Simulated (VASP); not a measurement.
Runs of VASP 6.6.1 on Hg. The structure is that of space group Fm-3m (No. 225), or close to it. The cells are those of the table. 

```csv
task,cell,k mesh,cutoff (eV),gap on the mesh (eV),pressure (GPa)
single point,"a = 6.015 Å, angles 60.0°, 1 atom",11 × 11 × 11,520,(a),0.0
single point,"a = 6.015 Å, angles 60.0°, 1 atom",7 × 7 × 7,520,4.84,0.0
relaxation of cell and atoms,"relaxed from a = 3.195 Å, angles 60.0°, 1 atom",12 × 12 × 12,600,2.43,0.0
single point,"a = 6.015 Å, angles 60.0°, 1 atom",12 × 12 × 12,520,4.78,0.0
```

Alike in all rows: level BLYP; potentials or basis VASP PAW PBE potentials, release 64 (Hg); no spin polarisation; smearing fermi-dirac 0.1 eV.

Question: Fill in the values left out.

Answer: (a) 4.81.

Caveats: the PAW data sets were made with another functional, which shifts forces and pressure a little; spin-orbit coupling is left out, which moves the levels of the heavy elements; the atoms stand far beyond bonding distance (at least some runs); an odd mesh through Γ misses points on the zone boundary, where band edges can lie (at least some runs).

A k mesh can miss the band edges, and the runs leave out spin-orbit coupling on Hg.
